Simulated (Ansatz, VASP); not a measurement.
**Two plane-wave programs on CdSe**

```xyz
2
Lattice="0.0000 2.8083 2.8083 2.8083 0.0000 2.8083 3.0483 3.0483 -0.2400" Properties=species:S:1:pos:R:3 pbc="T T T"
Cd    0.0000    0.0000    0.0000
Se    4.3924    4.3924    4.0324
```

Alike in both runs: task single point; functional PBE; k mesh 10 × 10 × 10; occupations gaussian, width 0.05 eV; no spin polarisation.

|  | VASP | Ansatz |
| --- | --- | --- |
| version | VASP 6.6.1 | Ansatz 0.2.0 |
| potentials or method | VASP PAW PBE potentials, release 64 (Cd, Se), cutoff 520 eV | scalar-relativistic, plane waves, PAW |
| valence electrons in the cell | 18 | 36 |

```csv
,VASP,Ansatz,Ansatz less VASP
gap on the k mesh at the Fermi level (eV),0.58,0.58,-0.002
least direct gap on the mesh (eV),0.58,0.58,-0.002
pressure (GPa),13.9,13.3,-0.60
"traceless stress, the component that is largest in VASP (GPa)",-5.03,-4.92,+0.112
rms of the force components (eV/Å),0.760,0.733,-0.0265
```

Atom by atom the forces differ by 0.026 eV/Å (rms over components). VASP's potentials hold 18 valence electrons a cell and Ansatz's 36, so a difference there can come from the potentials and not from the codes.
